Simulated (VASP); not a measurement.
A run of VASP 6.6.1:

Contents of INCAR:

```
SYSTEM = Zr3O
  PREC = Accurate
  ENCUT = 520
  EDIFF = 1E-6
  ISMEAR = 0
  SIGMA = 0.1
  LREAL = .FALSE.
  LASPH = .TRUE.
  NELM = 80
  ALGO = Normal
  ISIF = 2
  LWAVE = .FALSE.
  LCHARG = .FALSE.
  GGA = PS
  NBANDS = 52
```

Contents of KPOINTS:

```
regular mesh
0
G
  6 6 8
  0 0 0
```

Contents of POSCAR:

```
Zr3O
1.0
    5.5836031236      0.0000000000      0.0000000000
   -2.7918015618      4.8355421497      0.0000000000
    0.0000000000      0.0000000000      5.1560071116
Zr O
6 2
Direct
    0.0000000000      0.6605667316      0.5000000000
    0.0000000000      0.3394332684      0.0000000000
    0.6605667316      0.6605667316      0.0000000000
    0.6605667316      0.0000000000      0.5000000000
    0.3394332684      0.3394332684      0.5000000000
    0.3394332684      0.0000000000      0.0000000000
    0.6666666667      0.3333333333      0.7500000000
    0.3333333333      0.6666666667      0.2500000000
```

Potentials or basis: VASP PAW PBE potentials, release 64 (Zr_sv, O).

Run with:

```bash
$ cat potpaw_PBE.64/Zr_sv/POTCAR potpaw_PBE.64/O/POTCAR > POTCAR
$ mpirun -np 1 vasp_std > vasp.out
```

Hardware: 1 thread of Intel(R) Xeon(R) Platinum 8259CL CPU @ 2.50GHz (Skylake/Cascade Lake), with other jobs on the host.

**Question.** How long does it take, and how much memory?

**Answer.** It took 3.9 min on 1 thread of Intel(R) Xeon(R) Platinum 8259CL CPU @ 2.50GHz (Skylake/Cascade Lake), on a shared host, peak memory 0.35 GiB. Counts: scf iterations 13, k points 35.
